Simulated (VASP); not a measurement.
Here is a VASP 6.6.1 calculation.

Contents of INCAR:

```
SYSTEM = PtSe2
ALGO = Normal
EDIFF = 1E-7
ENCUT = 520
GGA = RE
ISIF = 2
ISMEAR = -1
IVDW = 12
LASPH = .True.
LCHARG = .False.
LREAL = .False.
LWAVE = .False.
NBANDS = 18
NELM = 80
PREC = Accurate
SIGMA = 0.05
```

File KPOINTS:

```
k-points
0
Gamma
  8 8 5
  0 0 0
```

POSCAR

```
PtSe2
1.0
    3.7240000000      0.0000000000      0.0000000000
   -1.8620000000      3.2250786037      0.0000000000
    0.0000000000      0.0000000000      5.0620000000
Pt Se
1 2
Direct
    0.0000000000      0.0000000000      0.0000000000
    0.6666666667      0.3333333333      0.7500000000
    0.3333333333      0.6666666667      0.2500000000
```

Potentials or basis: VASP PAW PBE potentials, release 64 (Pt, Se).

The run is started by

```sh
$ cat potpaw_PBE.64/Pt/POTCAR potpaw_PBE.64/Se/POTCAR > POTCAR
$ mpirun -np 1 vasp_std > vasp.out
```

Problem. What does it give for the dispersion energy per atom?

Solution. -0.924 eV.

Problem. Predict the band gap on the k mesh.

Solution. Zero (bands 11 and 12 overlap by 0.27 eV).

Problem. Estimate the pressure.

Solution. 1.6 GPa.

Problem. Predict the largest force.

Solution. 0.693 eV/Å.

Forces in eV/Å, atoms in the order of the input:
```
Pt   0.000  0.000  0.000
Se   0.000  0.000 -0.693
Se   0.000  0.000  0.693
```

Caveat: the PAW data sets were made with another functional, which shifts forces and pressure a little; spin-orbit coupling is left out, which moves the levels of the heavy elements.
